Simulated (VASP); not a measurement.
# Si2Ni: single point with PBE

The system is Si2Ni.

```xyz
3
Lattice="0.0000 2.7560 2.7560 2.7560 0.0000 2.7560 2.7560 2.7560 0.0000" Properties=species:S:1:pos:R:3 pbc="T T T"
Si    1.3780    1.3780    1.3780
Si    4.1340    4.1340    4.1340
Ni    0.0000    0.0000    0.0000
```

```yaml
Program: VASP 6.6.1
Task: single point
Functional: PBE
Potentials_or_basis: VASP PAW PBE potentials, release 64 (Si, Ni)
Cutoff: 520 eV
k_mesh: 9 × 9 × 9
Occupations: fermi-dirac, width 0.1 eV
Spin: collinear spin, ferromagnetic start
Starting_moments: "[0.0, 0.0, 1.5] μB"
Dipole_correction: no
Further_INCAR_settings: ALGO = Normal; EDIFF = 1e-06; NBANDS = 20
```

* Pressure: -4.7 GPa
* Band gap on the k mesh: zero (filled and empty bands overlap)
* Net moment: 0.00 μB per cell
* Valence electrons inside the program's atomic spheres: Si 1.56; Ni 9.66

Levels at points of the mesh, in eV from the Fermi level:
Spin up:
| k point | band 5 | band 6 | band 7 | band 8 | band 9 | band 10 | band 11 | band 12 | band 13 | band 14 |
| --- | --- | --- | --- | --- | --- | --- | --- | --- | --- | --- |
| (0.00, 0.00, 0.00) | -3.14 | -3.14 | -0.68 | 1.69 | 1.69 | 1.69 | 2.44 | 2.44 | 2.44 | 4.67 |
Spin down:
| k point | band 5 | band 6 | band 7 | band 8 | band 9 | band 10 | band 11 | band 12 | band 13 | band 14 |
| --- | --- | --- | --- | --- | --- | --- | --- | --- | --- | --- |
| (0.00, 0.00, 0.00) | -3.14 | -3.14 | -0.68 | 1.69 | 1.69 | 1.69 | 2.44 | 2.44 | 2.44 | 4.67 |

Run time: 2.2 min on 1 thread of AMD EPYC 7R13, on a shared host, peak memory 0.18 GiB.

Caveat: the starting moments collapsed, and a magnetic state may lie lower.
